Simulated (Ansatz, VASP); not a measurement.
**Mg: VASP beside Ansatz**

```
Mg
1.0
     0.00000    2.21062    2.21062
     2.21062    0.00000    2.21062
     2.21062    2.21062    0.00000
Mg
1
Direct
  0.00000 0.00000 0.00000
```

Alike in both runs: task relaxation of cell and atoms; functional LDA; k mesh 16 × 16 × 16; occupations fermi-dirac, width 0.05 eV; no spin polarisation.

```csv
,VASP,Ansatz
version,VASP 6.6.1,Ansatz 0.2.0
potentials or method,"VASP PAW LDA potentials, release 64 (Mg)","PAW with Ansatz's default frozen-core files, scalar-relativistic"
plane-wave cutoff (eV),600,420
valence electrons in the cell,2,10
```

VASP gave:

```
relaxed volume (Å³/atom)                                     : 21.61
relaxed cell length with the largest relative difference (Å) : 3.126
```

Question: Estimate Ansatz's values.

Answer: Relaxed volume (Å³/atom): 21.78; relaxed cell length with the largest relative difference (Å): 3.135.

LDA's correlation is that of Perdew and Zunger in VASP and of Perdew and Wang (1992) in Ansatz. VASP's potentials hold 2 valence electrons a cell and Ansatz's 10, so a difference there can come from the potentials and not from the codes.

Noted on VASP's run: the relaxation stopped at its first step, so nothing moved.
